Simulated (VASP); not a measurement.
# NaH13O7 in VASP: single point with r2SCAN

Aim: the single point of NaH13O7 with r2SCAN.

Program: VASP 6.6.1. These are calculated values, not measurements. Logs are shortened: lines on timing, memory, paths and dates and some standing lists are left out, and cuts for length are marked.

### 1 The cell of the first run

The cell holds an amorphous packing of atoms, 21 atoms: a = 6.628 Å, b = 6.628 Å, c = 6.628 Å, α = 90.00°, β = 90.00°, γ = 90.00°.

### 2 Single point, r2SCAN

File POSCAR:

```
NaH13O7
1.0
    6.6282230000      0.0000000000      0.0000000000
    0.0000000000      6.6282230000      0.0000000000
    0.0000000000      0.0000000000      6.6282230000
O H Na
7 13 1
Direct
    0.7598639013     -0.0600194205      0.5332388897
    0.6043431777      0.2541386997      0.8735472252
    0.3817247631      0.8001622803      0.8391685250
    0.0322483787      0.1778351164      0.3199049662
    0.5230058106      0.6735621191      0.2362378913
    1.0071442702      0.6398545753      0.7068492181
    0.2635801208      0.4636446287      0.4536271273
    0.8527312738      0.0252265837      0.4537578535
    0.6815133752     -0.1349236117      0.4328554491
    0.5948146166      0.1900626195      1.0043881617
    0.6727536456      0.1584995747      0.7861953242
    0.3982641649      0.9110418768      0.7472774568
    0.2517714200      0.7407048059      0.7990079029
    0.1055463116      0.1185264983      0.2093406620
    0.1253043033      0.2921112087      0.3700495342
    0.4293846479      0.7474114138      0.1521390492
    0.4270254102      0.5884114291      0.3235264945
    1.0946689120      0.5650608702      0.6058678120
    0.9436664960      0.7469474095      0.6272386913
    0.3451768067      0.3897413551      0.5483960634
    0.6881126939      0.5952606672      0.9029602024
```

File INCAR.step1:

```
PREC     = Accurate       # precision mode
ENCUT    = 520            # plane-wave cutoff, eV
ISMEAR   = -1             # smearing method
SIGMA    = 0.05           # smearing width, eV
LREAL    = Auto         
LASPH    = T              # aspherical terms in the spheres
NELM     = 60             # most SCF steps
NBANDS   = 47             # bands
GGA      = PE             # functional
ALGO     = Normal         # electronic algorithm
EDIFF    = 1E-4           # SCF threshold, eV
LWAVE    = T              # write WAVECAR
LCHARG   = F              # write CHGCAR
```

File INCAR.step2:

```
PREC     = Accurate       # precision mode
ENCUT    = 520            # plane-wave cutoff, eV
EDIFF    = 1E-6           # SCF threshold, eV
ISMEAR   = -1             # smearing method
SIGMA    = 0.05           # smearing width, eV
LREAL    = Auto         
LASPH    = T              # aspherical terms in the spheres
NELM     = 60             # most SCF steps
ALGO     = Normal         # electronic algorithm
ISIF     = 2              # what is computed and relaxed
LWAVE    = F              # write WAVECAR
LCHARG   = F              # write CHGCAR
METAGGA  = R2SCAN         # meta-GGA
LMIXTAU  = T            
NBANDS   = 47             # bands
ISTART   = 1
```

File KPOINTS:

```
Automatic mesh
0
Gamma
  1 1 1
```

Potentials or basis: VASP PAW PBE potentials, release 64 (O, H, Na_pv).

Launch:

```
$ cat potpaw_PBE.64/O/POTCAR potpaw_PBE.64/H/POTCAR potpaw_PBE.64/Na_pv/POTCAR > POTCAR
$ cp INCAR.step1 INCAR
$ mpirun -np 1 vasp_gam > vasp.out
$ cp INCAR.step2 INCAR
$ mpirun -np 1 vasp_gam > vasp.out
```

OUTCAR:

```text
PREC = Accurate
   ENCUT = 520
   EDIFF = 1E-6
   ISMEAR = -1
   LREAL = Auto
   LASPH = T
   NELM = 60
   ISIF = 2
   METAGGA = R2SCAN
   ISTART = 1

 ion  position               nearest neighbor table
   1  0.760  0.940  0.533-   9 0.98   8 0.99
   2  0.604  0.254  0.874-  10 0.97  11 0.97  21 2.34
   3  0.382  0.800  0.839-  12 0.96  13 0.98
   4  0.032  0.178  0.320-  14 0.96  15 1.03
   5  0.523  0.674  0.236-  16 0.97  17 1.03
   6  0.007  0.640  0.707-  19 0.98  18 1.02
   7  0.264  0.464  0.454-  20 0.96
   8  0.853  0.025  0.454-   1 0.99
   9  0.682  0.865  0.433-   1 0.98
  10  0.595  0.190  0.004-   2 0.97
  11  0.673  0.158  0.786-   2 0.97
  12  0.398  0.911  0.747-   3 0.96
  13  0.252  0.741  0.799-   3 0.98
  14  0.106  0.119  0.209-   4 0.96
  15  0.125  0.292  0.370-   4 1.03
  16  0.429  0.747  0.152-   5 0.97
  17  0.427  0.588  0.324-   5 1.03
  18  0.095  0.565  0.606-   6 1.02
  19  0.944  0.747  0.627-   6 0.98
  20  0.345  0.390  0.548-   7 0.96
  21  0.688  0.595  0.903-   2 2.34

  LATTYP: Found a simple cubic cell.
 ALAT       =     6.6282230000

  Lattice vectors:

 A1 = (   6.6282230000,   0.0000000000,   0.0000000000)
 A2 = (   0.0000000000,   6.6282230000,   0.0000000000)
 A3 = (   0.0000000000,   0.0000000000,   6.6282230000)

Analysis of symmetry for initial positions (statically):
=====================================================================
 Subroutine PRICEL returns:
 Original cell was already a primitive cell.

 Routine SETGRP: Setting up the symmetry group for a
 simple cubic supercell.

 Subroutine GETGRP returns: Found  1 space group operations
 (whereof  1 operations were pure point group operations)
 out of a pool of 48 trial point group operations.

The static configuration has the point symmetry C_1 .

Analysis of symmetry for dynamics (positions and initial velocities):
=====================================================================
 Subroutine PRICEL returns:
 Original cell was already a primitive cell.

 Routine SETGRP: Setting up the symmetry group for a
 simple cubic supercell.

 Subroutine GETGRP returns: Found  1 space group operations
 (whereof  1 operations were pure point group operations)
 out of a pool of 48 trial point group operations.

The dynamic configuration has the point symmetry C_1 .

 Subroutine INISYM returns: Found  1 space group operations
 (whereof  1 operations are pure point group operations),
 and found     1 'primitive' translations

----------------------------------------------------------------------------------------

                                     Primitive cell

  volume of cell :     291.2000

  direct lattice vectors                    reciprocal lattice vectors
     6.628223000  0.000000000  0.000000000     0.150869999  0.000000000  0.000000000
     0.000000000  6.628223000  0.000000000     0.000000000  0.150869999  0.000000000
     0.000000000  0.000000000  6.628223000     0.000000000  0.000000000  0.150869999

  length of vectors
     6.628223000  6.628223000  6.628223000     0.150869999  0.150869999  0.150869999

  position of ions in fractional coordinates (direct lattice)
     0.759863901  0.939980580  0.533238890
     0.604343178  0.254138700  0.873547225
     0.381724763  0.800162280  0.839168525
     0.032248379  0.177835116  0.319904966
     0.523005811  0.673562119  0.236237891
     0.007144270  0.639854575  0.706849218
[... 13 lines left out ...]
     0.345176807  0.389741355  0.548396063
     0.688112694  0.595260667  0.902960202

  ion indices of the primitive-cell ions
   primitive index   ion index
                 1           1
                 2           2
                 3           3
                 4           4
                 5           5
                 6           6
[... 13 lines left out ...]
                20          20
                21          21

----------------------------------------------------------------------------------------

 KPOINTS: Automatic mesh

Automatic generation of k-mesh.
 Grid dimensions read from file:
 generate k-points for:    1    1    1

 Generating k-lattice:

  Cartesian coordinates                     Fractional coordinates (reciprocal lattice)
     0.150869999  0.000000000  0.000000000     1.000000000  0.000000000  0.000000000
     0.000000000  0.150869999  0.000000000     0.000000000  1.000000000  0.000000000
     0.000000000  0.000000000  0.150869999     0.000000000  0.000000000  1.000000000

  Length of vectors
     0.150869999  0.150869999  0.150869999

  Shift w.r.t. Gamma in fractional coordinates (k-lattice)
     0.000000000  0.000000000  0.000000000

 Subroutine IBZKPT returns following result:
 ===========================================

 Found      1 irreducible k-points:

 Following reciprocal coordinates:
            Coordinates               Weight
  0.000000  0.000000  0.000000      1.000000
   k-points           NKPTS =      1   k-points in BZ     NKDIM =      1   number of bands    NBANDS=     47
   number of dos      NEDOS =    301   number of ions     NIONS =     21
   total plane-waves  NPLWV = 125000
   dimension x,y,z NGX =    50 NGY =   50 NGZ =   50
   dimension x,y,z NGXF=   100 NGYF=  100 NGZF=  100
   ions per type =               7  13   1
   NGX,Y,Z   is equivalent  to a cutoff of  12.54, 12.54, 12.54 a.u.
   NGXF,Y,Z  is equivalent  to a cutoff of  25.08, 25.08, 25.08 a.u.
 SYSTEM =  unknown system
   PREC   = accura    normal or accurate (medium, high low for compatibility)
   ISTART =      1    job   : 0-new  1-cont  2-samecut
   ICHARG =      0    charge: 1-file 2-atom 10-const
   ISPIN  =      1    spin polarized calculation?
   LNONCOLLINEAR =      F non collinear calculations
   LSORBIT =      F    spin-orbit coupling
   LASPH  =      T    aspherical Exc in radial PAW
   ENCUT  =  520.0 eV  38.22 Ry    6.18 a.u.  12.32 12.32 12.32*2*pi/ulx,y,z
   NELM   =     60;   NELMIN=  2; NELMDL=  0     # of ELM steps
   EDIFF  = 0.1E-05   stopping-criterion for ELM
   LREAL  =      T    real-space projection
   EDIFFG = 0.1E-04   stopping-criterion for IOM
   NSW    =      0    number of steps for IOM
   IBRION =     -1    ionic relax: 0-MD 1-quasi-New 2-CG
   NFREE  =      0    steps in history (QN), initial steepest desc. (CG)
   ISIF   =      2    stress and relaxation
   ISYM   =      2    0-nonsym 1-usesym 2-fastsym
   POTIM  = 0.5000    time-step for ionic-motion
   TEBEG  =    0.0;   TEEND  =   0.0 temperature during run
   PSTRESS=    0.0 pullay stress
   NELECT =      62.0000    total number of electrons
   NUPDOWN=      -1.0000    fix difference up-down
   EMIN   =  10.00;   EMAX   =-10.00  energy-range for DOS
   EFERMI =   0.00;   METHOD = LEGACY
   ISMEAR =    -1;   SIGMA  =   0.05  broadening in eV -4-tet -1-fermi 0-gaus
   EFERMI_NEDOS =   21; number of points for ismear=-14 and -15
   IALGO  =     38    algorithm
   IMIX   =      4    mixing-type and parameters
     AMIX     =   0.40;   BMIX     =  1.00
     AMIX_MAG =   1.60;   BMIX_MAG =  1.00
  volume/ion in A,a.u.               =      13.87        93.58
  Fermi-wavevector in a.u.,A,eV,Ry     =   0.977556  1.847313 13.001940  0.955616
  Thomas-Fermi vector in A             =   2.108263
   LORBIT       =      0    0 simple, 1 ext, 2 COOP (PROOUT), +10 PAW based schemes
   METAGGA = R2SCAN    functional components
   LHFCALC =     F    Hartree Fock is set to
   AEXX    =    0.0000 exact exchange contribution
   IVDW    =     0    specifies the selected vdW correction
   LEPSILON=     F    determine dielectric tensor
   LRPA    =     F    only Hartree local field effects (RPA)
 non-spin polarized calculation
  energy-cutoff  :      520.00
  volume of cell :      291.20
 maximum number of plane-waves:      3905
 NGX is ok and might be reduce to    50
   NGX = 25   NGY = 25   NGZ = 25

 number of electron      62.0000010 magnetization

 Free energy of the ion-electron system (eV)
  ---------------------------------------------------
  ext. energy  EPLUGINS =         0.00000000
  ---------------------------------------------------
  free energy    TOTEN  =      -111.82586459 eV

  energy without entropy =     -111.82586459  energy(sigma->0) =     -111.82586459

 E-fermi :  -2.2635     XC(G=0):  -5.9665

 val. band max:       -3.4542589726   @ k =   0.0000   0.0000   0.0000
 cond. band min:       0.3737830603   @ k =   0.0000   0.0000   0.0000
 fundamental gap:      3.8280420329
 Fermi energy:        -2.2635050538

 k-point     1 :       0.0000    0.0000    0.0000
  band No.  band energies     occupation
      1     -26.4179      2.00000
      2     -26.3978      2.00000
      3     -26.3461      2.00000
      4     -24.9558      2.00000
      5     -24.4758      2.00000
      6     -24.0708      2.00000
[... 35 lines left out ...]
     42       6.4425      0.00000
     43       6.7500      0.00000
 [bands above 43 left out]

------------------------ aborting loop because EDIFF is reached ----------------------------------------

  FORCE on cell =-STRESS in cart. coord.  units (eV):
  Direction    XX          YY          ZZ          XY          YZ          ZX
  --------------------------------------------------------------------------------------
  -------------------------------------------------------------------------------------
  Total       -4.1744235     -1.8233766     -3.3937969     -0.6979637     -0.7008963      1.3610857
  in kB      -22.9676076    -10.0321872    -18.6726130     -3.8401846     -3.8563194      7.4886705
  external PRESSURE =     -17.2241359 kB  Pullay stress =       0.0000000 kB

 VOLUME and BASIS-vectors are now :
 -----------------------------------------------------------------------------
  energy-cutoff  :      520.00
  volume of cell :      291.20
      direct lattice vectors                 reciprocal lattice vectors
     6.628223000  0.000000000  0.000000000     0.150869999  0.000000000  0.000000000
     0.000000000  6.628223000  0.000000000     0.000000000  0.150869999  0.000000000
     0.000000000  0.000000000  6.628223000     0.000000000  0.000000000  0.150869999

 POSITION                                       TOTAL-FORCE (eV/Angst)
 -----------------------------------------------------------------------------------
      5.03655      6.23040      3.53443        -0.049728     -0.010194     -0.151948
      4.00572      1.68449      5.79007         0.076719     -0.070757      0.066771
      2.53016      5.30365      5.56220         0.064640     -0.128899      0.158151
      0.21375      1.17873      2.12040         0.021499      0.010688      0.007110
      3.46660      4.46452      1.56584        -0.074798     -0.045470      0.078142
      0.04735      4.24110      4.68515        -0.049713      0.122506      0.024434
[... 13 lines left out ...]
      2.28791      2.58329      3.63489         0.127180     -0.078953      0.134607
      4.56096      3.94552      5.98502         0.007714     -0.017669     -0.015129
 -----------------------------------------------------------------------------------
    total drift:                                0.024754      0.014776     -0.015615

  FREE ENERGIE OF THE ION-ELECTRON SYSTEM (eV)
  ---------------------------------------------------
  free  energy   TOTEN  =      -111.8258645941 eV

  energy  without entropy=     -111.8258645940  energy(sigma->0) =     -111.82586459
```

Wall time 1.8 min (1 thread of Intel Xeon Platinum 8259CL at 2.50GHz (Skylake/Cascade Lake), shared host); peak memory 0.36 GiB.

What came out:

```
Free energy            : -111.8259 eV
Pressure               : -1.7 GPa
Largest force          : 0.279 eV/Å
Band gap on the k mesh : 3.83 eV
```

Forces on the atoms (eV/Å):
```
O   -0.050 -0.010 -0.152
O    0.077 -0.071  0.067
O    0.065 -0.129  0.158
O    0.021  0.011  0.007
O   -0.075 -0.045  0.078
O   -0.050  0.123  0.024
O   -0.176  0.083 -0.072
H    0.148  0.141  0.033
H   -0.075 -0.048  0.113
H    0.008  0.043 -0.126
H   -0.013 -0.019 -0.111
H    0.110  0.210 -0.146
H   -0.153 -0.117  0.013
H   -0.064 -0.069 -0.003
H   -0.079  0.075  0.095
H    0.017  0.122 -0.131
H    0.034 -0.077  0.074
H    0.189 -0.175 -0.106
H   -0.069  0.051  0.065
H    0.127 -0.079  0.135
Na   0.008 -0.018 -0.015
```

Caveat: the k points lie up to 0.95 Å⁻¹ apart; the PAW data sets were made with another functional, which shifts forces and pressure a little.
